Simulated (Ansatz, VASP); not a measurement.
# Cd3Te2Se: VASP beside Ansatz

```
Cd Te Se
1.0
    -2.29185    2.29185    9.69496
     2.29185   -2.29185    9.69496
     2.29185    2.29185   -9.69496
Cd Te Se
3 2 1
Direct
  0.82558 0.82558 0.00000
  0.50000 0.50000 0.00000
  0.17442 0.17442 0.00000
  0.41266 0.91266 0.50000
  0.08734 0.58734 0.50000
  0.75000 0.25000 0.50000
```

Alike in both runs: functional PBE; k mesh 6 × 6 × 6; occupations gaussian, width 0.1 eV; no spin polarisation.

Ansatz relaxed the structure, and its values are those at the end. VASP's run is a single point on that final structure, the one shown.

|  | VASP | Ansatz |
| --- | --- | --- |
| version | VASP 6.6.1 | Ansatz 0.2.0 |
| potentials or method | VASP PAW PBE potentials, release 64 (Cd, Te, Se), cutoff 520 eV | scalar-relativistic, plane waves, PAW |
| valence electrons in the cell | 54 | 108 |

|  | VASP | Ansatz | Ansatz less VASP |
| --- | --- | --- | --- |
| gap on the k mesh at the Fermi level (eV) | 0.45 | 0.45 | +0.003 |
| least direct gap on the mesh (eV) | 0.45 | 0.45 | +0.003 |
| pressure (GPa) | 0.2 | 0.0 | -0.14 |
| rms of the force components (eV/Å) | 0.003 | 0.001 | -0.0020 |

With one functional, cell and mesh, what is left measures potentials, basis and numerics. VASP's potentials hold 54 valence electrons a cell and Ansatz's 108, so a difference there can come from the potentials and not from the codes.

Spin-orbit coupling is off throughout.
